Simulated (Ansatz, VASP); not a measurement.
**YP: VASP beside Ansatz**

```
Y P
1.0
     3.40498    0.00000    0.00000
     0.00000    3.40498    0.00000
     0.00000    0.00000    3.40498
Y P
1 1
Direct
  0.00000 0.00000 0.00000
  0.50000 0.50000 0.50000
```

Alike in both runs: task single point; functional LDA; k mesh 6 × 6 × 6; occupations gaussian, width 0.05 eV; no spin polarisation.

```csv
,VASP,Ansatz
version,VASP 6.6.1,Ansatz 0.2.0
potentials or method,"VASP PAW LDA potentials, release 64 (Y_sv, P), cutoff 500 eV","scalar-relativistic, plane waves, PAW"
valence electrons in the cell,16,16
```

```csv
,VASP,Ansatz,Ansatz less VASP
gap on the k mesh at the Fermi level (eV),none,none,-
pressure (GPa),0.0,0.0,+0.01
```

LDA's correlation is that of Perdew and Zunger in VASP and of Perdew and Wang (1992) in Ansatz. A gap of «none» marks a metal or a gap that the smearing closes.
